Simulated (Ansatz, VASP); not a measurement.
## One calculation of Be3W2N, two programs

```xyz
6
Lattice="3.9915 0.0000 0.0000 0.0000 3.9915 0.0000 0.0000 0.0000 4.9662" Properties=species:S:1:pos:R:3 pbc="T T T"
Be    1.9957    0.0000    3.2769
Be    0.0000    1.9957    3.2769
Be    0.0000    0.0000    2.3577
W     1.9957    0.0000    0.8219
W     0.0000    1.9957    0.8219
N     0.0000    0.0000    0.6353
```

Alike in both runs: functional PBE; k mesh 6 × 6 × 4; occupations gaussian, width 0.1 eV; no spin polarisation.

Ansatz relaxed the structure, and its values are those at the end. VASP's run is a single point on that final structure, the one shown.

|  | VASP | Ansatz |
| --- | --- | --- |
| version | VASP 6.6.1 | Ansatz 0.2.0 |
| potentials or method | VASP PAW PBE potentials, release 64 (Be, W_sv, N), cutoff 520 eV | scalar-relativistic, plane waves, PAW |
| valence electrons in the cell | 39 | 39 |

|  | VASP | Ansatz | Ansatz less VASP |
| --- | --- | --- | --- |
| gap on the k mesh at the Fermi level (eV) | none | none | - |
| pressure (GPa) | 0.7 | 0.2 | -0.53 |
| rms of the force components (eV/Å) | 0.013 | 0.008 | -0.0053 |

A gap of «none» marks a metal or a gap that the smearing closes.

Neither program's run includes spin-orbit coupling.
